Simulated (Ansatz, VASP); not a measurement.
**One calculation of AlN, two programs**

```
CELL_PARAMETERS angstrom
0.00000 1.94447 1.94447
1.94447 0.00000 1.94447
1.94447 1.94447 0.00000
ATOMIC_POSITIONS crystal
Al 0.00000 0.00000 0.00000
N 0.50000 0.50000 0.50000
```

Change from the starting cell: volume scaled by 0.95.

Alike in both runs: task single point; functional LDA; k mesh 10 × 10 × 10; occupations fermi-dirac, width 0.02 eV; no spin polarisation.

```csv
,VASP,Ansatz
version,VASP 6.6.1,Ansatz 0.2.0
potentials or method,"VASP PAW LDA potentials, release 64 (Al, N), cutoff 520 eV","all-electron LAPW, scalar-relativistic"
```

```csv
,VASP,Ansatz,Ansatz less VASP
gap on the k mesh at the Fermi level (eV),4.96,4.98,+0.025
pressure (GPa),31.8,30.8,-1.05
```

LDA's correlation is that of Perdew and Zunger in VASP and of Perdew and Wang (1992) in Ansatz. Both programs put the cell under a high pressure, so it lies far from rest at this level. Ansatz ran all-electron here, and VASP with PAW potentials.
